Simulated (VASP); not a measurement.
# Ti2O (P-3m1) in VASP: notebook

Ti2O is run at these levels: r2SCAN+U; tasks: single point.

Everything below comes from runs of VASP 6.6.1. Logs are shortened: lines on timing, memory, paths and dates and some standing lists are left out, and cuts for length are marked.

### 1 The cell of the first run

The structure is trigonal, space group P-3m1 (No. 164). The conventional cell has a = 2.969 Å, b = 2.969 Å, c = 4.693 Å, α = 90.00°, β = 90.00°, γ = 120.00°. Within 2.8 Å of Ti (site symmetry 3m) lie 3 O at 2.13 Å and 3 Ti at 2.75 Å. Within 2.8 Å of O (site symmetry -3m) lie 6 Ti at 2.13 Å.

### 2 Single point, r2SCAN+U (strain +0.000 along x and y, -0.040 along z)

File POSCAR:

```
Ti2O
1.0
    2.9688146624      0.0000000000      0.0000000000
   -1.4844073312      2.5710689168      0.0000000000
    0.0000000000      0.0000000000      4.6931908154
Ti O
2 1
Direct
    0.6666666667      0.3333333333      0.2707615662
    0.3333333333      0.6666666667      0.7292384338
    0.0000000000      0.0000000000      0.0000000000
```

File INCAR.step1:

```
  ALGO = Normal
  EDIFF = 1E-5
  ENCUT = 660
  GGA = PE
  GGA_COMPAT = F
  ISMEAR = 0
  LASPH = T
  LCHARG = F
  LDAU = T
  LDAUJ = 0 0
  LDAUL = 2 -1
  LDAUTYPE = 2
  LDAUU = 4 0
  LMAXMIX = 4
  LREAL = F
  LWAVE = T
  NBANDS = 22
  NELM = 200
  PREC = Accurate
  SIGMA = 0.15
```

File INCAR.step2:

```
  ALGO = Normal
  EDIFF = 1E-6
  ENCUT = 660
  GGA_COMPAT = F
  ISIF = 2
  ISMEAR = 0
  ISTART = 1
  LASPH = T
  LCHARG = F
  LDAU = T
  LDAUJ = 0 0
  LDAUL = 2 -1
  LDAUPRINT = 1
  LDAUTYPE = 2
  LDAUU = 4 0
  LMAXMIX = 4
  LMIXTAU = T
  LREAL = F
  LWAVE = F
  METAGGA = R2SCAN
  NBANDS = 22
  NELM = 200
  PREC = Accurate
  SIGMA = 0.15
```

File KPOINTS:

```
k-points
0
Gamma
  18 18 10
```

Potentials or basis: VASP PAW PBE potentials, release 64 (Ti_sv, O).

Launch:

```
$ cat potpaw_PBE.64/Ti_sv/POTCAR potpaw_PBE.64/O/POTCAR > POTCAR
$ cp INCAR.step1 INCAR
$ mpirun -np 1 vasp_std > vasp.out
$ cp INCAR.step2 INCAR
$ mpirun -np 1 vasp_std > vasp.out
```

OUTCAR:

```text
EDIFF = 1E-6
   ENCUT = 660
   ISIF = 2
   ISMEAR = 0
   ISTART = 1
   LASPH = T
   LREAL = F
   METAGGA = R2SCAN
   NELM = 200
   PREC = Accurate

 ion  position               nearest neighbor table
   1  0.667  0.333  0.271-   3 2.13   3 2.13   3 2.13   2 2.75   2 2.75   2 2.75
   2  0.333  0.667  0.729-   3 2.13   3 2.13   3 2.13   1 2.75   1 2.75   1 2.75
   3  0.000  0.000  0.000-   1 2.13   2 2.13   1 2.13   2 2.13   1 2.13   2 2.13

  LATTYP: Found a hexagonal cell.
 ALAT       =     2.9688146624
 C/A-ratio  =     1.5808298426

  Lattice vectors:

 A1 = (   2.9688146624,   0.0000000000,   0.0000000000)
 A2 = (  -1.4844073312,   2.5710689168,   0.0000000000)
 A3 = (   0.0000000000,   0.0000000000,   4.6931908154)

Analysis of symmetry for initial positions (statically):
=====================================================================
 Subroutine PRICEL returns:
 Original cell was already a primitive cell.

 Routine SETGRP: Setting up the symmetry group for a
 hexagonal supercell.

 Subroutine GETGRP returns: Found 12 space group operations
 (whereof 12 operations were pure point group operations)
 out of a pool of 24 trial point group operations.

The static configuration has the point symmetry D_3d.

Analysis of symmetry for dynamics (positions and initial velocities):
=====================================================================
 Subroutine PRICEL returns:
 Original cell was already a primitive cell.

 Routine SETGRP: Setting up the symmetry group for a
 hexagonal supercell.

 Subroutine GETGRP returns: Found 12 space group operations
 (whereof 12 operations were pure point group operations)
 out of a pool of 24 trial point group operations.

The dynamic configuration has the point symmetry D_3d.

 Subroutine INISYM returns: Found 12 space group operations
 (whereof 12 operations are pure point group operations),
 and found     1 'primitive' translations

----------------------------------------------------------------------------------------

                                     Primitive cell

  volume of cell :      35.8233

  direct lattice vectors                    reciprocal lattice vectors
     2.968814662  0.000000000  0.000000000     0.336834769  0.194471644  0.000000000
    -1.484407331  2.571068917  0.000000000     0.000000000  0.388943289  0.000000000
     0.000000000  0.000000000  4.693190815     0.000000000  0.000000000  0.213074652

  length of vectors
     2.968814662  2.968814662  4.693190815     0.388943289  0.388943289  0.213074652

  position of ions in fractional coordinates (direct lattice)
     0.666666667  0.333333333  0.270761566
     0.333333333  0.666666667  0.729238434
     0.000000000  0.000000000  0.000000000

  ion indices of the primitive-cell ions
   primitive index   ion index
                 1           1
                 2           2
                 3           3

----------------------------------------------------------------------------------------

 KPOINTS: k-points
[... 92 lines left out ...]
   LORBIT       =      0    0 simple, 1 ext, 2 COOP (PROOUT), +10 PAW based schemes
 LDA+U is selected, type is set to LDAUTYPE =  2
   angular momentum for each species LDAUL =     2   -1
   U (eV)           for each species LDAUU =   4.0  0.0
   J (eV)           for each species LDAUJ =   0.0  0.0
   METAGGA = R2SCAN    functional components
   LHFCALC =     F    Hartree Fock is set to
   AEXX    =    0.0000 exact exchange contribution
   IVDW    =     0    specifies the selected vdW correction
   LEPSILON=     F    determine dielectric tensor
   LRPA    =     F    only Hartree local field effects (RPA)
 non-spin polarized calculation
 Gauss-broadening in eV      SIGMA  =   0.15
  energy-cutoff  :      660.00
  volume of cell :       35.82
 maximum number of plane-waves:      1412
 NGX is ok and might be reduce to    28
   NGX = 13   NGY = 13   NGZ = 19

atom =   1  type =  1  l = 2

 onsite density matrix

spin component  1

  0.1827  0.0000  0.0000  0.0153  0.0000
  0.0000  0.1526  0.0000 -0.0000  0.0153
  0.0000  0.0000  0.2229  0.0000  0.0000
  0.0153 -0.0000  0.0000  0.1526 -0.0000
  0.0000  0.0153  0.0000 -0.0000  0.1827

spin component  2

  0.1827  0.0000  0.0000  0.0153  0.0000
  0.0000  0.1526  0.0000 -0.0000  0.0153
  0.0000  0.0000  0.2229  0.0000  0.0000
  0.0153 -0.0000  0.0000  0.1526 -0.0000
  0.0000  0.0153  0.0000 -0.0000  0.1827

 occupancies and eigenvectors

  o =  0.1462  v =  0.3860 -0.0000 -0.0000 -0.9225  0.0000  0.0000  0.0000  0.0000  0.0000  0.0000      0.0000  0.0000  0.0000  0.0000  0.0000  0.0000  0.0000  0.0000  0.0000  0.0000
  o =  0.1462  v =  0.0000  0.0000  0.0000  0.0000  0.0000  0.3860 -0.0000 -0.0000 -0.9225  0.0000      0.0000  0.0000  0.0000  0.0000  0.0000  0.0000  0.0000  0.0000  0.0000  0.0000
  o =  0.1462  v =  0.0000  0.9225  0.0000 -0.0000 -0.3860  0.0000  0.0000  0.0000  0.0000  0.0000      0.0000  0.0000  0.0000  0.0000  0.0000  0.0000  0.0000  0.0000  0.0000  0.0000
  o =  0.1462  v =  0.0000  0.0000  0.0000  0.0000  0.0000  0.0000  0.9225  0.0000 -0.0000 -0.3860      0.0000  0.0000  0.0000  0.0000  0.0000  0.0000  0.0000  0.0000  0.0000  0.0000
  o =  0.1891  v =  0.0000  0.0000  0.0000  0.0000  0.0000  0.9225  0.0000 -0.0000  0.3860  0.0000      0.0000  0.0000  0.0000  0.0000  0.0000  0.0000  0.0000  0.0000  0.0000  0.0000
  o =  0.1891  v =  0.9225  0.0000 -0.0000  0.3860  0.0000  0.0000  0.0000  0.0000  0.0000  0.0000      0.0000  0.0000  0.0000  0.0000  0.0000  0.0000  0.0000  0.0000  0.0000  0.0000
  o =  0.1891  v = -0.0000  0.3860 -0.0000 -0.0000  0.9225  0.0000  0.0000  0.0000  0.0000  0.0000      0.0000  0.0000  0.0000  0.0000  0.0000  0.0000  0.0000  0.0000  0.0000  0.0000
  o =  0.1891  v =  0.0000  0.0000  0.0000  0.0000  0.0000 -0.0000  0.3860 -0.0000 -0.0000  0.9225      0.0000  0.0000  0.0000  0.0000  0.0000  0.0000  0.0000  0.0000  0.0000  0.0000
  o =  0.2229  v =  0.0000  0.0000  0.0000  0.0000  0.0000  0.0000  0.0000  1.0000  0.0000  0.0000      0.0000  0.0000  0.0000  0.0000  0.0000  0.0000  0.0000  0.0000  0.0000  0.0000
  o =  0.2229  v =  0.0000  0.0000  1.0000  0.0000  0.0000  0.0000  0.0000  0.0000  0.0000  0.0000      0.0000  0.0000  0.0000  0.0000  0.0000  0.0000  0.0000  0.0000  0.0000  0.0000

atom =   2  type =  1  l = 2

 onsite density matrix

spin component  1

  0.1827  0.0000  0.0000  0.0153  0.0000
  0.0000  0.1526  0.0000 -0.0000  0.0153
  0.0000  0.0000  0.2229 -0.0000  0.0000
  0.0153 -0.0000 -0.0000  0.1526 -0.0000
  0.0000  0.0153  0.0000 -0.0000  0.1827

spin component  2

  0.1827  0.0000  0.0000  0.0153  0.0000
  0.0000  0.1526  0.0000 -0.0000  0.0153
  0.0000  0.0000  0.2229 -0.0000  0.0000
  0.0153 -0.0000 -0.0000  0.1526 -0.0000
  0.0000  0.0153  0.0000 -0.0000  0.1827

 occupancies and eigenvectors

  o =  0.1462  v = -0.3860  0.0000  0.0000  0.9225 -0.0000  0.0000  0.0000  0.0000  0.0000  0.0000      0.0000  0.0000  0.0000  0.0000  0.0000  0.0000  0.0000  0.0000  0.0000  0.0000
  o =  0.1462  v =  0.0000  0.0000  0.0000  0.0000  0.0000 -0.3860  0.0000  0.0000  0.9225 -0.0000      0.0000  0.0000  0.0000  0.0000  0.0000  0.0000  0.0000  0.0000  0.0000  0.0000
  o =  0.1462  v = -0.0000 -0.9225 -0.0000  0.0000  0.3860  0.0000  0.0000  0.0000  0.0000  0.0000      0.0000  0.0000  0.0000  0.0000  0.0000  0.0000  0.0000  0.0000  0.0000  0.0000
  o =  0.1462  v =  0.0000  0.0000  0.0000  0.0000  0.0000 -0.0000 -0.9225 -0.0000  0.0000  0.3860      0.0000  0.0000  0.0000  0.0000  0.0000  0.0000  0.0000  0.0000  0.0000  0.0000
  o =  0.1891  v =  0.9225 -0.0000  0.0000  0.3860 -0.0000  0.0000  0.0000  0.0000  0.0000  0.0000      0.0000  0.0000  0.0000  0.0000  0.0000  0.0000  0.0000  0.0000  0.0000  0.0000
  o =  0.1891  v =  0.0000  0.0000  0.0000  0.0000  0.0000  0.9225 -0.0000  0.0000  0.3860 -0.0000      0.0000  0.0000  0.0000  0.0000  0.0000  0.0000  0.0000  0.0000  0.0000  0.0000
  o =  0.1891  v =  0.0000  0.3860 -0.0000  0.0000  0.9225  0.0000  0.0000  0.0000  0.0000  0.0000      0.0000  0.0000  0.0000  0.0000  0.0000  0.0000  0.0000  0.0000  0.0000  0.0000
  o =  0.1891  v =  0.0000  0.0000  0.0000  0.0000  0.0000  0.0000  0.3860 -0.0000  0.0000  0.9225      0.0000  0.0000  0.0000  0.0000  0.0000  0.0000  0.0000  0.0000  0.0000  0.0000
  o =  0.2229  v =  0.0000  0.0000  1.0000 -0.0000  0.0000  0.0000  0.0000  0.0000  0.0000  0.0000      0.0000  0.0000  0.0000  0.0000  0.0000  0.0000  0.0000  0.0000  0.0000  0.0000
  o =  0.2229  v =  0.0000  0.0000  0.0000  0.0000  0.0000  0.0000  0.0000  1.0000 -0.0000  0.0000      0.0000  0.0000  0.0000  0.0000  0.0000  0.0000  0.0000  0.0000  0.0000  0.0000

 number of electron      30.0000003 magnetization

 Free energy of the ion-electron system (eV)
  ---------------------------------------------------
  ext. energy  EPLUGINS =         0.00000000
  ---------------------------------------------------
  free energy    TOTEN  =       -31.83586000 eV

  energy without entropy =      -31.82603341  energy(sigma->0) =      -31.83094671

 E-fermi :  10.9671     XC(G=0): -13.2723

 val. band max:       10.9606830870   @ k =   0.2222   0.0556   0.3000
 cond. band min:      10.9684831381   @ k =   0.1667   0.0556   0.2000
 fundamental gap:      0.0078000510
 Fermi energy:        10.9670878808

 k-point     1 :       0.0000    0.0000    0.0000
  band No.  band energies     occupation
      1     -49.9126      2.00000
      2     -49.7604      2.00000
      3     -25.5082      2.00000
      4     -24.8386      2.00000
      5     -24.8386      2.00000
      6     -24.7325      2.00000
[... 589 lines left out ...]
     21      14.2953      0.00000
     22      14.5717      0.00000

 [... further k-points ...]

------------------------ aborting loop because EDIFF is reached ----------------------------------------

  FORCE on cell =-STRESS in cart. coord.  units (eV):
  Direction    XX          YY          ZZ          XY          YZ          ZX
  --------------------------------------------------------------------------------------
  -------------------------------------------------------------------------------------
  Total        2.2037432      2.2037432      4.9821517      0.0000000      0.0000000     -0.0000000
  in kB       98.5613283     98.5613283    222.8242798      0.0000000      0.0000000     -0.0000000
  external PRESSURE =     139.9823121 kB  Pullay stress =       0.0000000 kB

 VOLUME and BASIS-vectors are now :
 -----------------------------------------------------------------------------
  energy-cutoff  :      660.00
  volume of cell :       35.82
      direct lattice vectors                 reciprocal lattice vectors
     2.968814662  0.000000000  0.000000000     0.336834769  0.194471644  0.000000000
    -1.484407331  2.571068917  0.000000000     0.000000000  0.388943289  0.000000000
     0.000000000  0.000000000  4.693190815     0.000000000  0.000000000  0.213074652

 POSITION                                       TOTAL-FORCE (eV/Angst)
 -----------------------------------------------------------------------------------
      1.48441      0.85702      1.27074        -0.000000      0.000000     -0.146140
     -0.00000      1.71405      3.42246         0.000000     -0.000000      0.146140
      0.00000      0.00000      0.00000         0.000000      0.000000      0.000000
 -----------------------------------------------------------------------------------
    total drift:                                0.000000      0.000000     -0.000000

  FREE ENERGIE OF THE ION-ELECTRON SYSTEM (eV)
  ---------------------------------------------------
  free  energy   TOTEN  =       -31.8358600039 eV

  energy  without entropy=      -31.8260334150  energy(sigma->0) =      -31.83094671
```

Wall time 34 min (1 thread of Oxide Virtual Turin-like, shared host); peak memory 0.4 GiB.

Results:

- Free energy: -31.8359 eV
- Pressure: 14.0 GPa
- Largest force: 0.146 eV/Å
- Band gap on the k mesh: zero (bands 15 and 16 overlap by 1.10 eV)

Forces on the atoms (eV/Å):
```
Ti   0.000  0.000 -0.146
Ti   0.000  0.000  0.146
O    0.000  0.000  0.000
```

Eigenvalues of the final occupation matrices:
| site | spin | trace | eigenvalues |
| --- | --- | --- | --- |
| site 1 d | 1 | 0.89 | 0.15 0.15 0.19 0.19 0.22 |
| site 1 d | 2 | 0.89 | 0.15 0.15 0.19 0.19 0.22 |
| site 2 d | 1 | 0.89 | 0.15 0.15 0.19 0.19 0.22 |
| site 2 d | 2 | 0.89 | 0.15 0.15 0.19 0.19 0.22 |

Caveat: the cell differs from its parent crystal (strain +0.000 along x and y, -0.040 along z); the stress differs along the axes, from 10 to 22 GPa; the PAW data sets were made with another functional, which shifts forces and pressure a little; U without spin polarisation on a metal has little footing.

[end of part 1 of 2]
